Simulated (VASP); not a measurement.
# BP (I-4m2) in VASP: further runs

BP is run at these levels: PBE, r2SCAN, HSE06; tasks: single point.

All numbers are computed with VASP 6.6.1; they aren't measurements. Logs are shortened: lines on timing, memory, paths and dates and some standing lists are left out, and cuts for length are marked.

**1. The cell of the first run**

Symmetry: I-4m2, No. 119, tetragonal system. The conventional cell has a = 3.208 Å, b = 3.208 Å, c = 4.344 Å, α = 90.00°, β = 90.00°, γ = 90.00°. B (site symmetry -4m2) has 4 P at 1.94 Å within 2.6 Å. P (site symmetry -4m2) has 4 B at 1.94 Å within 2.6 Å.

**2. Single point, PBE (uniaxial z strain -4.2%)**

File INCAR:

```
PREC = Accurate
ENCUT = 520
EDIFF = 1E-6
ISMEAR = -1
SIGMA = 0.02
LREAL = F
LASPH = T
NELM = 60
ALGO = Normal
ISIF = 2
LWAVE = F
LCHARG = F
GGA = PE
NBANDS = 11
```

File KPOINTS:

```
regular mesh
0
Gamma
  10 10 10
```

File POSCAR:

```
BP
1.0
    0.0000000000      2.2683156724      2.1719122563
    2.2683156724      0.0000000000      2.1719122563
    2.2683156724      2.2683156724      0.0000000000
B P
1 1
Direct
    0.0000000000      0.0000000000      0.0000000000
    0.2500000000      0.2500000000      0.2500000000
```

Potentials or basis: VASP PAW PBE potentials, release 64 (B, P).

Run with:

```console
$ cat potpaw_PBE.64/B/POTCAR potpaw_PBE.64/P/POTCAR > POTCAR
$ mpirun -np 1 vasp_std > vasp.out
```

OUTCAR:

```text
PREC = Accurate
   ENCUT = 520
   EDIFF = 1E-6
   ISMEAR = -1
   LREAL = F
   LASPH = T
   NELM = 60
   ISIF = 2
   GGA = PE

 ion  position               nearest neighbor table
   1  0.000  0.000  0.000-   2 1.94   2 1.94   2 1.94   2 1.94
   2  0.250  0.250  0.250-   1 1.94   1 1.94   1 1.94   1 1.94

  LATTYP: Found a body centered tetragonal cell.
 ALAT       =     3.2078827877
 C/A-ratio  =     1.3541094860

  Lattice vectors:

 A1 = (   0.0000000000,  -2.2683156724,  -2.1719122563)
 A2 = (   0.0000000000,   2.2683156724,  -2.1719122563)
 A3 = (   2.2683156724,   0.0000000000,   2.1719122563)

Analysis of symmetry for initial positions (statically):
=====================================================================
 Subroutine PRICEL returns:
 Original cell was already a primitive cell.

 Routine SETGRP: Setting up the symmetry group for a
 body centered tetragonal supercell.

 Subroutine GETGRP returns: Found  8 space group operations
 (whereof  8 operations were pure point group operations)
 out of a pool of 16 trial point group operations.

The static configuration has the point symmetry D_2d.

Analysis of symmetry for dynamics (positions and initial velocities):
=====================================================================
 Subroutine PRICEL returns:
 Original cell was already a primitive cell.

 Routine SETGRP: Setting up the symmetry group for a
 body centered tetragonal supercell.

 Subroutine GETGRP returns: Found  8 space group operations
 (whereof  8 operations were pure point group operations)
 out of a pool of 16 trial point group operations.

The dynamic configuration has the point symmetry D_2d.

 Subroutine INISYM returns: Found  8 space group operations
 (whereof  8 operations are pure point group operations),
 and found     1 'primitive' translations

----------------------------------------------------------------------------------------

                                     Primitive cell

  volume of cell :      22.3501

  direct lattice vectors                    reciprocal lattice vectors
     0.000000000  2.268315672  2.171912256    -0.220427873  0.220427873  0.230211878
     2.268315672  0.000000000  2.171912256     0.220427873 -0.220427873  0.230211878
     2.268315672  2.268315672  0.000000000     0.220427873  0.220427873 -0.230211878

  length of vectors
     3.140455196  3.140455196  3.207882788     0.387523423  0.387523423  0.387523423

  position of ions in fractional coordinates (direct lattice)
     0.000000000  0.000000000  0.000000000
     0.250000000  0.250000000  0.250000000

  ion indices of the primitive-cell ions
   primitive index   ion index
                 1           1
                 2           2

----------------------------------------------------------------------------------------

 KPOINTS: regular mesh

Automatic generation of k-mesh.
 Grid dimensions read from file:
 generate k-points for:   10   10   10

 Generating k-lattice:

  Cartesian coordinates                     Fractional coordinates (reciprocal lattice)
    -0.022042787  0.022042787  0.023021188     0.100000000 -0.000000000  0.000000000
     0.022042787 -0.022042787  0.023021188    -0.000000000  0.100000000  0.000000000
     0.022042787  0.022042787 -0.023021188     0.000000000  0.000000000  0.100000000

  Length of vectors
     0.038752342  0.038752342  0.038752342

  Shift w.r.t. Gamma in fractional coordinates (k-lattice)
     0.000000000  0.000000000  0.000000000

 Subroutine IBZKPT returns following result:
 ===========================================

 Found    102 irreducible k-points:

 Following reciprocal coordinates:
            Coordinates               Weight
  0.000000  0.000000  0.000000      1.000000
  0.100000 -0.000000  0.000000      8.000000
  0.200000 -0.000000  0.000000      8.000000
  0.300000  0.000000  0.000000      8.000000
  0.400000  0.000000  0.000000      8.000000
  0.500000 -0.000000  0.000000      4.000000
[... 16 lines left out ...]
  0.300000  0.300000  0.000000      2.000000
  0.400000  0.300000  0.000000      8.000000
 [... further k-points ...]
   k-points           NKPTS =    102   k-points in BZ     NKDIM =    102   number of bands    NBANDS=     11
   number of dos      NEDOS =    301   number of ions     NIONS =      2
   total plane-waves  NPLWV =  13824
   dimension x,y,z NGX =    24 NGY =   24 NGZ =   24
   dimension x,y,z NGXF=    48 NGYF=   48 NGZF=   48
   ions per type =               1   1
   NGX,Y,Z   is equivalent  to a cutoff of  12.70, 12.70, 12.44 a.u.
   NGXF,Y,Z  is equivalent  to a cutoff of  25.41, 25.41, 24.88 a.u.
 SYSTEM =  unknown system
   PREC   = accura    normal or accurate (medium, high low for compatibility)
   ISTART =      0    job   : 0-new  1-cont  2-samecut
   ICHARG =      2    charge: 1-file 2-atom 10-const
   ISPIN  =      1    spin polarized calculation?
   LNONCOLLINEAR =      F non collinear calculations
   LSORBIT =      F    spin-orbit coupling
[... 57 lines left out ...]
      3       7.8318      2.00000
      4       8.2451      1.99999
      5      11.2841      0.00000
      6      11.5320      0.00000
      7      11.5320      0.00000
      8      16.0010      0.00000
      9      19.6413      0.00000
     10      19.7921      0.00000
     11      20.7469      0.00000

 k-point     2 :       0.1000   -0.0000    0.0000
  band No.  band energies     occupation
      1      -7.7070      2.00000
      2       6.6187      2.00000
      3       7.5096      2.00000
      4       7.8365      2.00000
      5      11.6657      0.00000
      6      11.9411      0.00000
      7      12.0546      0.00000
      8      16.4769      0.00000
      9      19.0359      0.00000
     10      19.8998      0.00000
     11      20.4021      0.00000

 k-point     3 :       0.2000   -0.0000    0.0000
  band No.  band energies     occupation
      1      -7.1524      2.00000
      2       4.2279      2.00000
      3       6.8927      2.00000
      4       7.2824      2.00000
      5      12.0308      0.00000
      6      12.5948      0.00000
      7      12.7504      0.00000
      8      17.5238      0.00000
      9      18.6396      0.00000
     10      19.1041      0.00000
     11      21.3345      0.00000

 k-point     4 :       0.3000    0.0000    0.0000
  band No.  band energies     occupation
      1      -6.2587      2.00000
      2       1.7933      2.00000
      3       6.3469      2.00000
      4       6.8194      2.00000
      5      11.9767      0.00000
      6      12.7640      0.00000
      7      13.1949      0.00000
      8      18.2617      0.00000
      9      19.4736      0.00000
     10      19.5390      0.00000
     11      21.7030      0.00000

 k-point     5 :       0.4000    0.0000    0.0000
  band No.  band energies     occupation
      1      -5.1347      2.00000
      2      -0.3107      2.00000
      3       5.9974      2.00000
      4       6.5323      2.00000
      5      11.8429      0.00000
      6      12.5871      0.00000
      7      13.2244      0.00000
      8      18.3379      0.00000
      9      21.0082      0.00000
     10      21.5137      0.00000
     11      22.6758      0.00000
[... 211 lines left out ...]
 k-point    21 :      -0.3000    0.2000    0.0000
  band No.  band energies     occupation
      1      -4.9699      2.00000
      2       0.9476      2.00000
      3       3.4056      2.00000
      4       5.6709      2.00000
      5      11.5274      0.00000
      6      14.1959      0.00000
      7      15.3812      0.00000
      8      17.7718      0.00000
      9      18.4025      0.00000
     10      20.4747      0.00000
     11      25.6575      0.00000

 k-point    22 :      -0.2000    0.2000    0.0000
  band No.  band energies     occupation
      1      -6.0063      2.00000
      2       2.7518      2.00000
      3       3.8487      2.00000
      4       6.3959      2.00000
      5      12.1876      0.00000
      6      13.4414      0.00000
      7      14.8573      0.00000
      8      16.6852      0.00000
      9      17.3624      0.00000
     10      21.6145      0.00000
     11      24.1426      0.00000

 k-point    23 :       0.3000    0.3000    0.0000
  band No.  band energies     occupation
      1      -5.5717      2.00000
      2       3.4351      2.00000
      3       4.3621      2.00000
      4       4.3621      2.00000
      5       9.1015      0.00000
      6      11.7768      0.00000
      7      17.1132      0.00000
      8      17.1132      0.00000
      9      21.9997      0.00000
     10      22.1516      0.00000
     11      25.4448      0.00000

 k-point    24 :       0.4000    0.3000    0.0000
  band No.  band energies     occupation
      1      -4.6743      2.00000
      2       1.9036      2.00000
      3       3.6821      2.00000
      4       4.0349      2.00000
      5       9.3756      0.00000
      6      11.3235      0.00000
      7      17.6543      0.00000
      8      17.7966      0.00000
      9      22.8348      0.00000
     10      23.3012      0.00000
     11      25.9622      0.00000

 [... further k-points ...]

------------------------ aborting loop because EDIFF is reached ----------------------------------------

  FORCE on cell =-STRESS in cart. coord.  units (eV):
  Direction    XX          YY          ZZ          XY          YZ          ZX
  --------------------------------------------------------------------------------------
  -------------------------------------------------------------------------------------
  Total        0.7029734      0.7029734      2.2812340      0.0000000      0.0000000      0.0000000
  in kB       50.3929973     50.3929973    163.5313989      0.0000000      0.0000000      0.0000000
  external PRESSURE =      88.1057978 kB  Pullay stress =       0.0000000 kB

 VOLUME and BASIS-vectors are now :
 -----------------------------------------------------------------------------
  energy-cutoff  :      520.00
  volume of cell :       22.35
      direct lattice vectors                 reciprocal lattice vectors
     0.000000000  2.268315672  2.171912256    -0.220427873  0.220427873  0.230211878
     2.268315672  0.000000000  2.171912256     0.220427873 -0.220427873  0.230211878
     2.268315672  2.268315672  0.000000000     0.220427873  0.220427873 -0.230211878

 POSITION                                       TOTAL-FORCE (eV/Angst)
 -----------------------------------------------------------------------------------
      0.00000      0.00000      0.00000        -0.000000     -0.000000     -0.000000
      1.13416      1.13416      1.08596         0.000000      0.000000      0.000000
 -----------------------------------------------------------------------------------
    total drift:                                0.000000      0.000000     -0.000000

  FREE ENERGIE OF THE ION-ELECTRON SYSTEM (eV)
  ---------------------------------------------------
  free  energy   TOTEN  =       -12.8766637530 eV

  energy  without entropy=      -12.8766637496  energy(sigma->0) =      -12.87666375
```

It took 11 s on 1 thread of AMD EPYC 9R45 (Zen 5), shared host; peak memory 0.12 GiB.

What came out:

| Property | Result |
| --- | --- |
| Free energy | -12.8767 eV |
| Pressure | 8.8 GPa |
| Band gap on the k mesh | 0.52 eV, indirect (least direct gap 3.04 eV) |

Caveat: the cell differs from its parent crystal (uniaxial z strain -4.2%).

**3. Single point, r2SCAN (uniaxial z strain -4.2%)**

POSCAR is that of step 2.

File INCAR.step1:

```
SYSTEM = BP
  PREC = Accurate
  ENCUT = 520
  ISMEAR = 0
  SIGMA = 0.01
  LREAL = .FALSE.
  LASPH = .TRUE.
  NELM = 100
  NBANDS = 11
  GGA = PE
  ALGO = Normal
  EDIFF = 1E-4
  LWAVE = .TRUE.
  LCHARG = .FALSE.
```

File INCAR.step2:

```
SYSTEM = BP
  PREC = Accurate
  ENCUT = 520
  EDIFF = 1E-7
  ISMEAR = 0
  SIGMA = 0.01
  LREAL = .FALSE.
  LASPH = .TRUE.
  NELM = 100
  ALGO = Normal
  ISIF = 2
  LWAVE = .FALSE.
  LCHARG = .FALSE.
  METAGGA = R2SCAN
  LMIXTAU = .TRUE.
  NBANDS = 11
  ISTART = 1
```

File KPOINTS:

```
regular mesh
0
G
  10 10 10
  0 0 0
```

Potentials or basis: VASP PAW PBE potentials, release 64 (B, P).

Run with:

```console
$ cat potpaw_PBE.64/B/POTCAR potpaw_PBE.64/P/POTCAR > POTCAR
$ cp INCAR.step1 INCAR
$ mpirun -np 1 vasp_std > vasp.out
$ cp INCAR.step2 INCAR
$ mpirun -np 1 vasp_std > vasp.out
```

It took 58 s on 1 thread of AMD EPYC 9R45 (Zen 5), shared host; peak memory 0.12 GiB.

The run converged. Its results:

```yaml
Free_energy: -17.2649 eV
Pressure: 7.4 GPa
Band_gap_on_the_k_mesh: 0.69 eV, indirect (least direct gap 3.25 eV)
```

Stress tensor (GPa, compression positive):
```
 3.29  0.00  0.00
 0.00  3.29  0.00
 0.00  0.00 15.55
```

Levels at points of the mesh, in eV from the valence-band top:
```
           k point  band 1  band 2  band 3  band 4  band 5  band 6  band 7  band 8
(0.00, 0.00, 0.00)  -16.97   -0.44   -0.44    0.00    3.25    3.52    3.52    8.41
(0.50, 0.00, 0.00)  -13.30  -10.13   -2.51   -1.92    3.86    4.53    5.28   10.83
(0.50, 0.50, 0.00)  -11.25   -9.37   -5.13   -5.13    0.82    1.14   13.17   13.17
(0.50, 0.00, 0.50)  -11.72   -9.80   -4.68   -4.59    1.34    1.81   12.63   13.66
```

Caveat: the cell differs from its parent crystal (uniaxial z strain -4.2%); the PAW data sets were made with another functional, which shifts forces and pressure a little. A k mesh can miss the band edges.

**4. Single point, HSE06 (uniaxial z strain -4.2%)**

POSCAR is that of step 3.

File INCAR.step1:

```
ALGO     = Normal         # electronic algorithm
EDIFF    = 1E-5           # SCF threshold, eV
ENCUT    = 520            # plane-wave cutoff, eV
GGA      = PE             # functional
ISIF     = 2              # what is computed and relaxed
ISMEAR   = 0              # smearing method
LASPH    = True           # aspherical terms in the spheres
LREAL    = False          # projectors in reciprocal space
LWAVE    = True           # write WAVECAR
NBANDS   = 11             # bands
NELM     = 100            # most SCF steps
PREC     = Accurate       # precision mode
SIGMA    = 0.01           # smearing width, eV
```

File INCAR.step2:

```
ALGO     = Normal         # electronic algorithm
EDIFF    = 1E-6           # SCF threshold, eV
ENCUT    = 520            # plane-wave cutoff, eV
GGA      = PE             # functional
HFSCREEN = 0.2079         # screening, 1/A
ISIF     = 2              # what is computed and relaxed
ISMEAR   = 0              # smearing method
ISTART   = 1            
LASPH    = True           # aspherical terms in the spheres
LCHARG   = True           # write CHGCAR
LELF     = True           # ELF
LHFCALC  = True           # exact exchange
LREAL    = False          # projectors in reciprocal space
LVHAR    = True         
LWAVE    = False          # write WAVECAR
NBANDS   = 11             # bands
NELM     = 100            # most SCF steps
PREC     = Accurate       # precision mode
PRECFOCK = Normal       
SIGMA    = 0.01           # smearing width, eV
```

File KPOINTS:

```
k-points
0
Gamma
  6 6 6
```

Run with:

```console
$ cat potpaw_PBE.64/B/POTCAR potpaw_PBE.64/P/POTCAR > POTCAR
$ cp INCAR.step1 INCAR
$ mpirun -np 1 vasp_std > vasp.out
$ cp INCAR.step2 INCAR
$ mpirun -np 1 vasp_std > vasp.out
```

It took 20 min on 1 thread of AMD EPYC 7R13, shared host; peak memory 0.21 GiB.

Results (log left out):

```yaml
Free_energy: -14.7869 eV
Pressure: 6.0 GPa
Band_gap_on_the_k_mesh: 1.34 eV, indirect (least direct gap 3.96 eV)
```

Stress tensor (GPa, compression positive):
```
 1.95  0.00  0.00
 0.00  1.95  0.00
 0.00  0.00 13.97
```

Levels at points of the mesh, in eV from the valence-band top:
```csv
k point,band 1,band 2,band 3,band 4,band 5,band 6,band 7,band 8,band 9
"(0.00, 0.00, 0.00)",-17.82,-0.44,-0.44,0.00,3.96,4.21,4.21,9.09,12.64
"(0.50, 0.00, 0.00)",-13.96,-10.64,-2.58,-1.98,4.49,5.20,5.97,11.25,15.65
"(0.50, 0.50, 0.00)",-11.85,-9.82,-5.32,-5.32,1.34,1.65,13.93,13.93,17.54
"(0.50, 0.00, 0.50)",-12.33,-10.26,-4.86,-4.77,1.86,2.30,13.41,14.43,16.79
```

Caveat: the cell differs from its parent crystal (uniaxial z strain -4.2%); the PAW data sets were made with another functional, which shifts forces and pressure a little. A k mesh can miss the band edges.

**5. Single point, HSE06 (epitaxial xy strain +4.8%)**

File POSCAR:

```
BP
1.0
    0.0000000000      2.3778753193      2.2234512309
    2.3778753193      0.0000000000      2.2234512309
    2.3778753193      2.3778753193      0.0000000000
B P
1 1
Direct
    0.0000000000      0.0000000000      0.0000000000
    0.2500000000      0.2500000000      0.2500000000
```

File INCAR.step1:

```
PREC     = Accurate       # precision mode
ENCUT    = 520            # plane-wave cutoff, eV
EDIFF    = 1E-5           # SCF threshold, eV
ISMEAR   = 0              # smearing method
SIGMA    = 0.01           # smearing width, eV
LREAL    = False          # projectors in reciprocal space
LASPH    = True           # aspherical terms in the spheres
NELM     = 60             # most SCF steps
ALGO     = Normal         # electronic algorithm
ISIF     = 2              # what is computed and relaxed
LWAVE    = True           # write WAVECAR
LCHARG   = False          # write CHGCAR
GGA      = PE             # functional
NBANDS   = 11             # bands
```

File INCAR.step2:

```
PREC     = Accurate       # precision mode
ENCUT    = 520            # plane-wave cutoff, eV
EDIFF    = 1E-7           # SCF threshold, eV
ISMEAR   = 0              # smearing method
SIGMA    = 0.01           # smearing width, eV
LREAL    = False          # projectors in reciprocal space
LASPH    = True           # aspherical terms in the spheres
NELM     = 60             # most SCF steps
ALGO     = Normal         # electronic algorithm
ISIF     = 2              # what is computed and relaxed
LWAVE    = False          # write WAVECAR
LCHARG   = False          # write CHGCAR
GGA      = PE             # functional
LHFCALC  = True           # exact exchange
HFSCREEN = 0.2079         # screening, 1/A
PRECFOCK = Normal       
ISTART   = 1            
NBANDS   = 11             # bands
```

File KPOINTS:

```
regular mesh
0
Gamma
  6 6 6
```

Run with:

```console
$ cat potpaw_PBE.64/B/POTCAR potpaw_PBE.64/P/POTCAR > POTCAR
$ cp INCAR.step1 INCAR
$ mpirun -np 1 vasp_std > vasp.out
$ cp INCAR.step2 INCAR
$ mpirun -np 1 vasp_std > vasp.out
```

Run time: 32 min. Hardware: 1 thread of AMD EPYC 7R13, shared host; peak memory 0.22 GiB.

Results (log left out):

* Free energy: -14.6798 eV
* Pressure: -12.8 GPa
* Band gap on the k mesh: 1.20 eV, indirect (least direct gap 3.58 eV)

Stress tensor (GPa, compression positive):
```
-18.24   0.00   0.00
  0.00 -18.24   0.00
  0.00   0.00  -1.83
```

Levels at points of the mesh, in eV from the valence-band top:
```csv
k point,band 2,band 3,band 4,band 5,band 6,band 7
"(0.00, 0.00, 0.00)",-0.62,-0.62,0.00,3.58,3.97,3.97
"(0.50, 0.00, 0.00)",-9.85,-2.65,-1.84,3.56,4.93,5.89
"(0.50, 0.50, 0.00)",-9.17,-5.09,-5.09,1.29,1.47,12.67
"(0.50, 0.00, 0.50)",-9.78,-4.46,-4.33,2.06,2.37,11.95
```

Caveat: the cell differs from its parent crystal (epitaxial xy strain +4.8%); the PAW data sets were made with another functional, which shifts forces and pressure a little. A k mesh can miss the band edges.

**6. The runs side by side**

| level | cell | k mesh | smearing | grid for exact exchange (PRECFOCK) | screening parameter | gap on the mesh (eV) | pressure (GPa) |
| --- | --- | --- | --- | --- | --- | --- | --- |
| PBE | a = 3.140, b = 3.140, c = 3.208 Å, angles 59.3, 59.3, 61.4°, 2 atoms | 10 × 10 × 10 | fermi-dirac 0.02 eV | - | - | 0.52 | 8.8 |
| r2SCAN | a = 3.140, b = 3.140, c = 3.208 Å, angles 59.3, 59.3, 61.4°, 2 atoms | 10 × 10 × 10 | gaussian 0.01 eV | - | - | 0.69 | 7.4 |
| HSE06 | a = 3.140, b = 3.140, c = 3.208 Å, angles 59.3, 59.3, 61.4°, 2 atoms | 6 × 6 × 6 | gaussian 0.01 eV | Normal | 0.2079 1/Å | 1.34 | 6.0 |
| HSE06 | a = 3.255, b = 3.255, c = 3.363 Å, angles 58.9, 58.9, 62.2°, 2 atoms | 6 × 6 × 6 | gaussian 0.01 eV | Normal | 0.2079 1/Å | 1.20 | -12.8 |

Alike in all rows: task single point; potentials or basis VASP PAW PBE potentials, release 64 (B, P); no spin polarisation; cutoff (eV) 520.

Caveats: the PAW data sets were made with another functional, which shifts forces and pressure a little (some runs).

Absolute energies hang on the potentials; compare differences alone.
